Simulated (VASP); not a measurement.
Mg4Cd: relaxation of cell and atoms with PBE

The system is Mg4Cd.

```
Mg Cd
1.0
     5.26459    0.00000    0.00000
     0.00000    5.26459    0.00000
     0.00000    0.00000    5.26459
Mg Cd
4 1
Direct
  0.29821 0.29821 0.29821
  0.70179 0.70179 0.29821
  0.29821 0.70179 0.70179
  0.70179 0.29821 0.70179
  0.00000 0.00000 0.00000
```

* Program: VASP 6.6.1
* Task: relaxation of cell and atoms
* Functional: PBE
* Potentials or basis: VASP PAW PBE potentials, release 64 (Mg, Cd)
* Cutoff: 600 eV
* k mesh: 8 × 8 × 8
* Occupations: gaussian, width 0.1 eV
* Spin: no spin polarisation
* Dipole correction: no
* Further INCAR settings: ALGO = Normal; EDIFF = 1e-06; IBRION = 2; EDIFFG = -0.01; NSW = 100; ISIF = 3

```yaml
Relaxed_volume: 28.55 Å³/atom
Relaxed_cell: a = 5.226 Å, b = 5.226 Å, c = 5.226 Å, α = 90.00°, β = 90.00°, γ = 90.00°
Space_group_after_relaxing_to_0.05_Å: P-43m (No. 215)
Energy_gained_by_relaxing: 1.2 meV/atom
Ionic_steps: 6
Pressure_after_relaxing: 0.0 GPa
Band_gap_on_the_k_mesh: zero (band 10 reaches 2.64 eV, above the bottom of band 11 at -0.05 eV)
```

The path:
```csv
step,energy change (eV),largest force (eV/Å),pressure (GPa),volume (Å³)
1,0.0000,0.0713,-0.48,145.91
2,-0.0047,0.0461,-0.21,144.09
3,-0.0059,0.0199,0.06,142.41
4,-0.0059,0.0230,0.03,142.60
5,-0.0060,0.0109,0.02,142.68
6,-0.0060,0.0015,0.01,142.76
```

Final structure:
```cif
data_structure
_symmetry_space_group_name_H-M 'P 1'
_symmetry_Int_Tables_number 1
_cell_length_a 5.2264
_cell_length_b 5.2264
_cell_length_c 5.2264
_cell_angle_alpha 90.000
_cell_angle_beta 90.000
_cell_angle_gamma 90.000
_cell_volume 142.76
loop_
_atom_site_label
_atom_site_type_symbol
_atom_site_fract_x
_atom_site_fract_y
_atom_site_fract_z
_atom_site_occupancy
Mg1 Mg 0.29722 0.29722 0.29722 1
Mg2 Mg 0.70278 0.70278 0.29722 1
Mg3 Mg 0.29722 0.70278 0.70278 1
Mg4 Mg 0.70278 0.29722 0.70278 1
Cd1 Cd 0.00000 0.00000 0.00000 1
```

Levels at points of the mesh, in eV from the Fermi level:
```tsv
k point	band 8	band 9	band 10	band 11	band 12	band 13
(0.00, 0.00, 0.00)	-0.53	-0.53	-0.53	0.12	0.12	3.42
(0.50, 0.00, 0.00)	-0.18	-0.15	0.55	0.55	0.85	1.23
(0.50, 0.50, 0.00)	-2.97	-2.97	1.25	1.65	1.87	1.87
(0.50, 0.50, 0.50)	-1.68	-1.68	-1.68	-1.44	-1.44	-1.44
```

It took 3.9 min on 1 thread of Intel(R) Xeon(R) Platinum 8488C (Sapphire Rapids) (shared host), peak memory 0.33 GiB.
